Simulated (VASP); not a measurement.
Runs of VASP 6.6.1 on Be. The structure is that of space group P4/mmm (No. 123), or close to it. The cells are those of the table. The cell was generated, and may not be a known phase.

```tsv
task	cell	k mesh	cutoff (eV)	gap on the mesh (eV)	pressure (GPa)	relaxed volume (Å³/atom)
relaxation of cell and atoms	relaxed from a = 1.791, b = 1.791, c = 3.037 Å, 1 atom	10 × 10 × 6	600	none	0.0	(a)
single point	a = 2.009, b = 2.009, c = 2.813 Å, 1 atom	10 × 10 × 6	520	none	0.2	-
single point	a = 2.020, b = 2.020, c = 2.668 Å, 1 atom	28 × 28 × 20	520	none	(b)	-
relaxation of cell and atoms	relaxed from a = 2.009, b = 2.009, c = 2.813 Å, 1 atom	28 × 28 × 20	600	none	0.0	10.90
single point	a = 1.791, b = 1.791, c = 3.037 Å, 1 atom	10 × 10 × 6	520	none	32.0	-
```

Alike in all rows: level PBE; potentials or basis VASP PAW PBE potentials, release 64 (Be); no spin polarisation; smearing gaussian 0.1 eV.

Problem. Fill in the values left out.

Solution. (a) 11.39; (b) 0.1.

Caveats: some runs use coarse meshes; the volume moved by over 15 % at a fixed basis, so the end points are rough (at least some runs); the stress differs along the axes, from -9 to 52 GPa (at least some runs).

A gap of «none» marks levels without a gap at the run's occupations.
